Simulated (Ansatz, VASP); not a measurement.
Si in VASP and in Ansatz

```
CELL_PARAMETERS angstrom
3.83755 0.00000 0.00000
1.91878 3.32342 0.00000
0.00000 0.00000 19.05004
ATOMIC_POSITIONS crystal
Si 0.00000 0.00000 0.35608
Si 0.66667 0.66667 0.31496
Si 0.33333 0.33333 0.52056
Si 0.00000 0.00000 0.47944
Si 0.66667 0.66667 0.68504
Si 0.33333 0.33333 0.64392
```

Alike in both runs: task single point; functional PBE; k mesh 4 × 4 × 1; no spin polarisation.

```csv
,VASP,Ansatz
version,VASP 6.6.1,Ansatz 0.2.0
potentials or method,"VASP PAW PBE potentials, release 64 (Si), cutoff 400 eV","plane waves, PAW"
occupations,"methfessel-paxton of order 1, width 0.1 eV",cold
valence electrons in the cell,24,24
```

|  | VASP | Ansatz | Ansatz less VASP |
| --- | --- | --- | --- |
| rms of the force components (eV/Å) | 0.283 | 0.265 | -0.0183 |

Atom by atom the forces differ by 0.021 eV/Å (rms over components). Ansatz's warnings: vacuum density over bound, xc potential rough in thin density.

The k mesh is coarse, so the values compare programs but aren't converged.
